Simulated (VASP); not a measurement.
# CdSnO2 (I4mm) in VASP: a series of runs

CdSnO2 is run at these levels: PBE; tasks: single point.

Program: VASP 6.6.1. These are calculated values, not measurements. Logs are shortened: lines on timing, memory, paths and dates and some standing lists are left out, and cuts for length are marked.

## 1. The cell of the first run

Symmetry: I4mm, No. 107, tetragonal system. Conventional cell: a = 3.880 Å, b = 3.880 Å, c = 9.669 Å, α = 90.00°, β = 90.00°, γ = 90.00°. Cd (site symmetry 4mm) has 4 O at 2.28 Å and 1 Sn at 2.73 Å within 3.0 Å. Sn (site symmetry 4mm) has 4 O at 2.14 Å and 1 Cd at 2.73 Å within 2.8 Å. Within 2.8 Å of O (site symmetry 2mm) lie 2 Sn at 2.14 Å and 2 Cd at 2.28 Å and 4 O at 2.74 Å.

## 2. Single point, PBE (18.20 Å³/atom)

Contents of INCAR:

```
PREC = Accurate
ENCUT = 520
EDIFF = 1E-7
ISMEAR = 0
SIGMA = 0.02
LREAL = False
LASPH = True
NELM = 60
ALGO = Normal
ISIF = 2
LWAVE = False
LCHARG = False
GGA = PE
NBANDS = 27
```

Contents of KPOINTS:

```
regular mesh
0
Gamma
  10 10 10
```

Contents of POSCAR:

```
CdSnO2
1.0
   -1.9401749364      1.9401749364      4.8342544673
    1.9401749364     -1.9401749364      4.8342544673
    1.9401749364      1.9401749364     -4.8342544673
Cd Sn O
1 1 2
Direct
    0.1159375937      0.1159375937      0.0000000000
    0.3979468094      0.3979468094      0.0000000000
    0.9912180276      0.4912180276      0.5000000000
    0.4912180276      0.9912180276      0.5000000000
```

Potentials or basis: VASP PAW PBE potentials, release 64 (Cd, Sn_d, O).

Started as:

```console
$ cat potpaw_PBE.64/Cd/POTCAR potpaw_PBE.64/Sn_d/POTCAR potpaw_PBE.64/O/POTCAR > POTCAR
$ mpirun -np 1 vasp_std > vasp.out
```

OUTCAR:

```text
PREC = Accurate
   ENCUT = 520
   EDIFF = 1E-7
   ISMEAR = 0
   LREAL = False
   LASPH = True
   NELM = 60
   ISIF = 2
   GGA = PE

 ion  position               nearest neighbor table
   1  0.116  0.116  0.000-   3 2.28   4 2.28   3 2.28   4 2.28   2 2.73   2 3.46   2 3.46   2 3.46
                             2 3.46
   2  0.398  0.398  0.000-   3 2.14   4 2.14   3 2.14   4 2.14   1 2.73   1 3.46   1 3.46   1 3.46
                             1 3.46
   3  0.991  0.491  0.500-   2 2.14   2 2.14   1 2.28   1 2.28
   4  0.491  0.991  0.500-   2 2.14   2 2.14   1 2.28   1 2.28

  LATTYP: Found a body centered tetragonal cell.
 ALAT       =     3.8803498728
 C/A-ratio  =     2.4916590647

  Lattice vectors:

 A1 = (  -1.9401749364,   1.9401749364,   4.8342544673)
 A2 = (   1.9401749364,  -1.9401749364,   4.8342544673)
 A3 = (   1.9401749364,   1.9401749364,  -4.8342544673)

Analysis of symmetry for initial positions (statically):
=====================================================================
 Subroutine PRICEL returns:
 Original cell was already a primitive cell.

 Routine SETGRP: Setting up the symmetry group for a
 body centered tetragonal supercell.

 Subroutine GETGRP returns: Found  8 space group operations
 (whereof  8 operations were pure point group operations)
 out of a pool of 16 trial point group operations.

The static configuration has the point symmetry C_4v.

Analysis of symmetry for dynamics (positions and initial velocities):
=====================================================================
 Subroutine PRICEL returns:
 Original cell was already a primitive cell.

 Routine SETGRP: Setting up the symmetry group for a
 body centered tetragonal supercell.

 Subroutine GETGRP returns: Found  8 space group operations
 (whereof  8 operations were pure point group operations)
 out of a pool of 16 trial point group operations.

The dynamic configuration has the point symmetry C_4v.

 Subroutine INISYM returns: Found  8 space group operations
 (whereof  8 operations are pure point group operations),
 and found     1 'primitive' translations

----------------------------------------------------------------------------------------

                                     Primitive cell

  volume of cell :      72.7899

  direct lattice vectors                    reciprocal lattice vectors
    -1.940174936  1.940174936  4.834254467     0.000000000  0.257708720  0.103428565
     1.940174936 -1.940174936  4.834254467     0.257708720  0.000000000  0.103428565
     1.940174936  1.940174936 -4.834254467     0.257708720  0.257708720  0.000000000

[... 90 lines left out ...]
   NSW    =      0    number of steps for IOM
   IBRION =     -1    ionic relax: 0-MD 1-quasi-New 2-CG
   NFREE  =      0    steps in history (QN), initial steepest desc. (CG)
   ISIF   =      2    stress and relaxation
   ISYM   =      2    0-nonsym 1-usesym 2-fastsym
   POTIM  = 0.5000    time-step for ionic-motion
   TEBEG  =    0.0;   TEEND  =   0.0 temperature during run
   PSTRESS=    0.0 pullay stress
   NELECT =      38.0000    total number of electrons
   NUPDOWN=      -1.0000    fix difference up-down
   EMIN   =  10.00;   EMAX   =-10.00  energy-range for DOS
   EFERMI =   0.00;   METHOD = LEGACY
   ISMEAR =     0;   SIGMA  =   0.02  broadening in eV -4-tet -1-fermi 0-gaus
   EFERMI_NEDOS =   21; number of points for ismear=-14 and -15
   IALGO  =     38    algorithm
   IMIX   =      4    mixing-type and parameters
     AMIX     =   0.40;   BMIX     =  1.00
     AMIX_MAG =   1.60;   BMIX_MAG =  1.00
  volume/ion in A,a.u.               =      18.20       122.80
  Fermi-wavevector in a.u.,A,eV,Ry     =   1.318193  2.491023 23.641922  1.737632
  Thomas-Fermi vector in A             =   2.448180
   LORBIT       =      0    0 simple, 1 ext, 2 COOP (PROOUT), +10 PAW based schemes
   GGA     = PE    functional components
   LHFCALC =     F    Hartree Fock is set to
   AEXX    =    0.0000 exact exchange contribution
   IVDW    =     0    specifies the selected vdW correction
   LEPSILON=     F    determine dielectric tensor
   LRPA    =     F    only Hartree local field effects (RPA)
 non-spin polarized calculation
 Gauss-broadening in eV      SIGMA  =   0.02
  energy-cutoff  :      520.00
  volume of cell :       72.79
 maximum number of plane-waves:      1982
 NGX is ok and might be reduce to    42
   NGX = 21   NGY = 21   NGZ = 21

 number of electron      38.0000002 magnetization

 Free energy of the ion-electron system (eV)
  ---------------------------------------------------
  ext. energy  EPLUGINS =         0.00000000
  ---------------------------------------------------
  free energy    TOTEN  =       -19.20098280 eV

  energy without entropy =      -19.20098280  energy(sigma->0) =      -19.20098280

 E-fermi :   3.1069     XC(G=0):  -9.5965

 val. band max:        2.9682201926   @ k =  -0.4000   0.4000   0.4000
 cond. band min:       3.6634664761   @ k =   0.5000   0.5000   0.5000
 fundamental gap:      0.6952462835
 Fermi energy:         3.1069462851

 k-point     1 :       0.0000    0.0000    0.0000
  band No.  band energies     occupation
      1     -17.9750      2.00000
      2     -17.6839      2.00000
      3     -17.6191      2.00000
      4     -17.6191      2.00000
      5     -17.5174      2.00000
      6     -15.3430      2.00000
[... 709 lines left out ...]
     26      12.6960      0.00000
     27      14.2524      0.00000

 [... further k-points ...]

------------------------ aborting loop because EDIFF is reached ----------------------------------------

  FORCE on cell =-STRESS in cart. coord.  units (eV):
  Direction    XX          YY          ZZ          XY          YZ          ZX
  --------------------------------------------------------------------------------------
  -------------------------------------------------------------------------------------
  Total        1.4069515      1.4069515      1.3234511      0.0000000     -0.0000000      0.0000000
  in kB       30.9683751     30.9683751     29.1304513      0.0000000     -0.0000000      0.0000000
  external PRESSURE =      30.3557339 kB  Pullay stress =       0.0000000 kB

 VOLUME and BASIS-vectors are now :
 -----------------------------------------------------------------------------
  energy-cutoff  :      520.00
  volume of cell :       72.79
      direct lattice vectors                 reciprocal lattice vectors
    -1.940174936  1.940174936  4.834254467     0.000000000  0.257708720  0.103428565
     1.940174936 -1.940174936  4.834254467     0.257708720  0.000000000  0.103428565
     1.940174936  1.940174936 -4.834254467     0.257708720  0.257708720  0.000000000

 POSITION                                       TOTAL-FORCE (eV/Angst)
 -----------------------------------------------------------------------------------
      0.00000      0.00000      1.12094        -0.000000     -0.000000      0.128940
      0.00000      0.00000      3.84755         0.000000      0.000000     -0.044362
     -0.00000      1.94017      4.74935         0.000000     -0.000000     -0.042289
      1.94017     -0.00000      4.74935        -0.000000      0.000000     -0.042289
 -----------------------------------------------------------------------------------
    total drift:                                0.000002      0.000002     -0.000661

  FREE ENERGIE OF THE ION-ELECTRON SYSTEM (eV)
  ---------------------------------------------------
  free  energy   TOTEN  =       -19.2009827960 eV

  energy  without entropy=      -19.2009827960  energy(sigma->0) =      -19.20098280
```

OSZICAR:

```text
N       E                     dE             d eps       ncg     rms          rms(c)
DAV:   1     0.397850170198E+03    0.39785E+03   -0.19528E+04  5616   0.184E+03
DAV:   2     0.266607776701E+02   -0.37119E+03   -0.35290E+03  5854   0.496E+02
DAV:   3    -0.217120718850E+02   -0.48373E+02   -0.47745E+02  6296   0.160E+02
DAV:   4    -0.233934661965E+02   -0.16814E+01   -0.16763E+01  6282   0.319E+01
DAV:   5    -0.234230069309E+02   -0.29541E-01   -0.29537E-01  6277   0.454E+00    0.133E+01
DAV:   6    -0.191261177564E+02    0.42969E+01   -0.14348E+01  8413   0.672E+01    0.808E+00
DAV:   7    -0.192512000093E+02   -0.12508E+00   -0.26208E+00  5694   0.115E+01    0.443E+00
DAV:   8    -0.192271063883E+02    0.24094E-01   -0.51645E-01  6250   0.511E+00    0.136E+00
DAV:   9    -0.191979455768E+02    0.29161E-01   -0.11146E-01  8268   0.370E+00    0.259E-01
DAV:  10    -0.192000094617E+02   -0.20639E-02   -0.10895E-02  5754   0.849E-01    0.145E-01
DAV:  11    -0.192008396045E+02   -0.83014E-03   -0.16904E-03  6595   0.295E-01    0.868E-02
DAV:  12    -0.192009429960E+02   -0.10339E-03   -0.32984E-04  6932   0.160E-01    0.355E-02
DAV:  13    -0.192009758170E+02   -0.32821E-04   -0.48157E-05  5808   0.460E-02    0.893E-03
DAV:  14    -0.192009824488E+02   -0.66319E-05   -0.86454E-06  5987   0.147E-02    0.462E-03
DAV:  15    -0.192009827697E+02   -0.32085E-06   -0.11017E-06  5857   0.916E-03    0.185E-03
DAV:  16    -0.192009827960E+02   -0.26304E-07   -0.20638E-07  4955   0.471E-03
   1 F= -.19200983E+02 E0= -.19200983E+02  d E =-.575422E-25
```

stdout:

```text
POSCAR found type information on POSCAR CdSnO
 POSCAR found :  3 types and       4 ions
 scaLAPACK will be used
 LDA part: xc-table for (Slater+PW92), standard interpolation
 POSCAR, INCAR and KPOINTS ok, starting setup
 FFT: planning ... GRIDC
 FFT: planning ... GRID_SOFT
 FFT: planning ... GRID
 WAVECAR not read
 entering main loop
```

It took 8.1 min on 1 thread of Oxide Virtual Turin-like, shared host; peak memory 0.35 GiB.

Results:

```
Free energy            : -19.2010 eV
Pressure               : 3.0 GPa
Largest force          : 0.129 eV/Å
Band gap on the k mesh : 0.70 eV (least direct gap 0.92 eV)
```

Forces on the atoms (eV/Å):
```
Cd   0.000  0.000  0.129
Sn   0.000  0.000 -0.044
O    0.000  0.000 -0.042
O    0.000  0.000 -0.042
```

Stress tensor (GPa, compression positive):
```
3.10 0.00 0.00
0.00 3.10 0.00
0.00 0.00 2.91
```

Caveat: the cell stands under pressure; semilocal functionals underestimate gaps, and a narrow one can read as zero; spin-orbit coupling is left out, which moves the levels of the heavy elements. A k mesh can miss the band edges.

## 3. Single point, PBE

This run uses another cell than the first one, of 18.76 Å³/atom.

Contents of INCAR:

```
SYSTEM = CdSnO2
  PREC = Accurate
  ENCUT = 520
  EDIFF = 1E-6
  ISMEAR = 0
  SIGMA = 0.02
  LREAL = .False.
  LASPH = .True.
  NELM = 100
  ALGO = Normal
  ISIF = 2
  LWAVE = .False.
  LCHARG = .False.
  GGA = PE
  NBANDS = 27
```

Contents of KPOINTS:

```
Automatic mesh
0
Gamma
  10 10 10
  0 0 0
```

Contents of POSCAR:

```
CdSnO2
1.0
   -1.9616216753      1.9616216753      4.8753864898
    1.9616216753     -1.9616216753      4.8753864898
    1.9616216753      1.9616216753     -4.8753864898
Cd Sn O
1 1 2
Direct
    0.1142265760      0.1142265760      0.0000000000
    0.3990928937      0.3990928937      0.0000000000
    0.9915004943      0.4915004943      0.5000000000
    0.4915004943      0.9915004943      0.5000000000
```

Potentials or basis: VASP PAW PBE potentials, release 64 (Cd, Sn_d, O).

Started as:

```console
$ cat potpaw_PBE.64/Cd/POTCAR potpaw_PBE.64/Sn_d/POTCAR potpaw_PBE.64/O/POTCAR > POTCAR
$ mpirun -np 1 vasp_std > vasp.out
```

Wall time 7.8 min (1 thread of Oxide Virtual Turin-like, shared host); peak memory 0.36 GiB.

Results (log left out):

```
Free energy            : -19.2246 eV
Pressure               : 0.6 GPa
Largest force          : 0.126 eV/Å
Band gap on the k mesh : 0.63 eV (least direct gap 0.96 eV)
```

Forces on the atoms (eV/Å):
```
Cd   0.000  0.000  0.126
Sn   0.000  0.000 -0.053
O    0.000  0.000 -0.037
O    0.000  0.000 -0.037
```

Stress tensor (GPa, compression positive):
```
0.65 0.00 0.00
0.00 0.65 0.00
0.00 0.00 0.43
```

Levels at points of the mesh, in eV from the valence-band top:
```
           k point  band 15  band 16  band 17  band 18  band 19  band 20  band 21  band 22  band 23  band 24
(0.00, 0.00, 0.00)    -4.00    -3.19    -1.24    -1.23    -1.23     2.39     5.00     5.92     5.92     7.60
(0.50, 0.00, 0.00)    -3.57    -3.08    -2.56    -1.84    -0.70     3.03     4.18     6.28     7.24     8.29
(0.50, 0.50, 0.00)    -3.24    -2.86    -1.33    -1.30    -0.26     3.11     4.85     4.99     6.16     6.89
(0.50, 0.50, 0.50)    -4.22    -1.23    -1.19    -1.19    -0.33     0.63     4.83     7.14     7.14     8.47
```

Caveat: semilocal functionals underestimate gaps, and a narrow one can read as zero; spin-orbit coupling is left out, which moves the levels of the heavy elements. A k mesh can miss the band edges.
